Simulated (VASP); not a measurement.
# Ni2Cl (P6/mmm) in VASP: a series of runs, part 2 of 2

VASP 6.6.1. The steps go on from the part before.

## 5. Single point, PBE, collinear spin, ferromagnetic start

File INCAR:

```
SYSTEM = Ni2Cl
  ALGO = Normal
  EDIFF = 1E-6
  ENCUT = 520
  GGA = PE
  ISIF = 2
  ISMEAR = 0
  ISPIN = 2
  LASPH = .True.
  LCHARG = .False.
  LMAXMIX = 4
  LORBIT = 11
  LREAL = .False.
  LWAVE = .False.
  MAGMOM = 0.77 0.77 0
  NBANDS = 24
  NELM = 150
  PREC = Accurate
  SIGMA = 0.1
```

File KPOINTS:

```
k-points
0
Gamma
  12 12 16
  0 0 0
```

File POSCAR:

```
Ni2Cl
1.0
    4.1118547506      0.0000000000      0.0000000000
   -2.0559273753      3.5609706707      0.0000000000
    0.0000000000      0.0000000000      2.9316031166
Ni Cl
2 1
Direct
    0.3333333333      0.6666666667      0.5000000000
    0.6666666667      0.3333333333      0.5000000000
    0.0000000000      0.0000000000      0.0000000000
```

Potentials or basis: VASP PAW PBE potentials, release 64 (Ni, Cl).

Started as:

```bash
cat potpaw_PBE.64/Ni/POTCAR potpaw_PBE.64/Cl/POTCAR > POTCAR
mpirun -np 1 vasp_std > vasp.out
```

OUTCAR:

```text
SYSTEM = Ni2Cl
   EDIFF = 1E-6
   ENCUT = 520
   GGA = PE
   ISIF = 2
   ISMEAR = 0
   ISPIN = 2
   LASPH = .True.
   LORBIT = 11
   LREAL = .False.
   NELM = 150
   PREC = Accurate

 ion  position               nearest neighbor table
   1  0.333  0.667  0.500-   2 2.37   2 2.37   2 2.37   3 2.79   3 2.79   3 2.79   3 2.79   3 2.79
                             3 2.79
   2  0.667  0.333  0.500-   1 2.37   1 2.37   1 2.37   3 2.79   3 2.79   3 2.79   3 2.79   3 2.79
                             3 2.79
   3  0.000  0.000  0.000-   1 2.79   2 2.79   1 2.79   2 2.79   2 2.79   2 2.79   1 2.79   1 2.79
                             2 2.79   2 2.79   1 2.79   1 2.79

  LATTYP: Found a hexagonal cell.
[... 1524 lines left out ...]
  volume of cell :       42.93
      direct lattice vectors                 reciprocal lattice vectors
     4.111854751  0.000000000  0.000000000     0.243199252  0.140411154  0.000000000
    -2.055927375  3.560970671  0.000000000     0.000000000  0.280822307  0.000000000
     0.000000000  0.000000000  2.931603117     0.000000000  0.000000000  0.341110294

 POSITION                                       TOTAL-FORCE (eV/Angst)
 -----------------------------------------------------------------------------------
     -0.00000      2.37398      1.46580         0.000000     -0.000000      0.000000
      2.05593      1.18699      1.46580         0.000000      0.000000      0.000000
      0.00000      0.00000      0.00000        -0.000000      0.000000      0.000000
 -----------------------------------------------------------------------------------
    total drift:                               -0.000000      0.000000      0.000000

  FREE ENERGIE OF THE ION-ELECTRON SYSTEM (eV)
  ---------------------------------------------------
  free  energy   TOTEN  =       -10.5863731834 eV

  energy  without entropy=      -10.5594937592  energy(sigma->0) =      -10.57293347

 total charge

# of ion       s       p       d       tot
------------------------------------------
    1        0.381   0.250   8.428   9.060
    2        0.381   0.250   8.428   9.060
    3        1.645   3.347   0.000   4.992
--------------------------------------------------
tot          2.407   3.848  16.857  23.112

 magnetization (x)

# of ion       s       p       d       tot
------------------------------------------
    1       -0.018  -0.012   0.708   0.678
    2       -0.018  -0.012   0.708   0.678
    3       -0.001   0.034   0.000   0.033
--------------------------------------------------
tot         -0.036   0.010   1.415   1.388
```

OSZICAR:

```text
N       E                     dE             d eps       ncg     rms          rms(c)
DAV:   1     0.162008179768E+03    0.16201E+03   -0.11874E+04 16512   0.134E+03
DAV:   2     0.709387487855E+00   -0.16130E+03   -0.14919E+03 17096   0.273E+02
DAV:   3    -0.110194044660E+02   -0.11729E+02   -0.11344E+02 19992   0.802E+01
DAV:   4    -0.112482895074E+02   -0.22889E+00   -0.22854E+00 18712   0.108E+01
DAV:   5    -0.112540246163E+02   -0.57351E-02   -0.57347E-02 21440   0.177E+00    0.187E+01
DAV:   6    -0.118950212753E+02   -0.64100E+00   -0.11246E+01 20384   0.461E+01    0.130E+01
DAV:   7    -0.106164738006E+02    0.12785E+01   -0.85295E+00 20512   0.356E+01    0.648E+00
DAV:   8    -0.105939260118E+02    0.22548E-01   -0.14569E-01 20832   0.349E+00    0.283E+00
DAV:   9    -0.105867371392E+02    0.71889E-02   -0.20491E-02 25872   0.134E+00    0.813E-01
DAV:  10    -0.105863457070E+02    0.39143E-03   -0.61996E-03 25344   0.720E-01    0.269E-01
DAV:  11    -0.105863718466E+02   -0.26140E-04   -0.59731E-04 19912   0.222E-01    0.108E-01
DAV:  12    -0.105863675991E+02    0.42475E-05   -0.70216E-05 23688   0.724E-02    0.441E-02
DAV:  13    -0.105863739103E+02   -0.63112E-05   -0.17303E-05 18280   0.340E-02    0.170E-02
DAV:  14    -0.105863731834E+02    0.72685E-06   -0.17075E-06 13024   0.136E-02
   1 F= -.10586373E+02 E0= -.10572933E+02  d E =-.268794E-01  mag=     1.3289
```

It took 7.2 min on 1 thread of Intel Xeon 8259CL, shared host; peak memory 0.37 GiB.

What came out:

```yaml
Free_energy: -10.5864 eV
Pressure: 0.0 GPa
Net_moment: 1.33 μB per cell
Site_moments: Ni +0.68; Cl +0.03 μB
Valence_electrons_inside_the_program's_atomic_spheres: Ni 9.06; Cl 4.99
```

Levels at points of the mesh, in eV from the Fermi level:
Spin up:
```tsv
k point	band 11	band 12	band 13	band 14	band 15	band 16	band 17	band 18
(0.00, 0.00, 0.00)	-1.60	-0.83	-0.83	-0.72	-0.72	3.61	3.61	7.55
(0.50, 0.00, 0.00)	-0.97	-0.96	-0.68	-0.67	0.23	2.85	6.82	7.61
(0.00, 0.00, 0.50)	-1.45	-0.42	-0.39	-0.39	1.11	2.58	7.69	7.69
(0.50, 0.00, 0.50)	-0.94	-0.86	-0.55	-0.54	1.01	3.47	3.66	4.77
```
Spin down:
```
           k point  band 9  band 10  band 11  band 12  band 13  band 14  band 15  band 16  band 17  band 18
(0.00, 0.00, 0.00)   -1.04    -0.98    -0.98    -0.16    -0.16    -0.04    -0.04     3.69     3.69     7.76
(0.50, 0.00, 0.00)   -1.16    -0.36    -0.28    -0.20    -0.18     0.00     0.53     3.01     6.86     7.72
(0.00, 0.00, 0.50)   -1.35    -1.35    -0.85     0.22     0.22     0.37     1.04     2.77     7.86     7.86
(0.50, 0.00, 0.50)   -0.46    -0.34    -0.34    -0.08     0.23     0.27     1.45     3.45     3.69     4.91
```

With open d or f shells a metallic result of PBE can be an artefact of self-interaction; +U or a hybrid may open a gap.

## 6. Summary

| task | cell | k mesh | cutoff (eV) | gap on the mesh (eV) | pressure (GPa) | moment (μB) |
| --- | --- | --- | --- | --- | --- | --- |
| single point | a = 4.105, b = 4.105, c = 2.947 Å, angles 90.0, 90.0, 120.0°, 3 atoms | 6 × 6 × 6 | 520 | none | 0.1 | 1.32 |
| single point | a = 4.139, b = 4.139, c = 3.625 Å, angles 90.0, 90.0, 120.0°, 3 atoms | 6 × 6 × 6 | 520 | none | -7.4 | 1.40 |
| relaxation of cell and atoms | relaxed from a = 4.139, b = 4.139, c = 3.625 Å, angles 90.0, 90.0, 120.0°, 3 atoms | 6 × 6 × 6 | 600 | none | 0.2 | 1.32 |
| single point | a = 4.112, b = 4.112, c = 2.932 Å, angles 90.0, 90.0, 120.0°, 3 atoms | 12 × 12 × 16 | 520 | none | 0.0 | 1.33 |

Alike in all rows: level PBE; potentials or basis VASP PAW PBE potentials, release 64 (Ni, Cl); spin collinear, ferromagnetic start; smearing gaussian 0.1 eV.

Caveats: the cell stands under tension (at least some runs).

Total energies depend on the potentials used, so only differences within one code and one set of settings carry meaning.
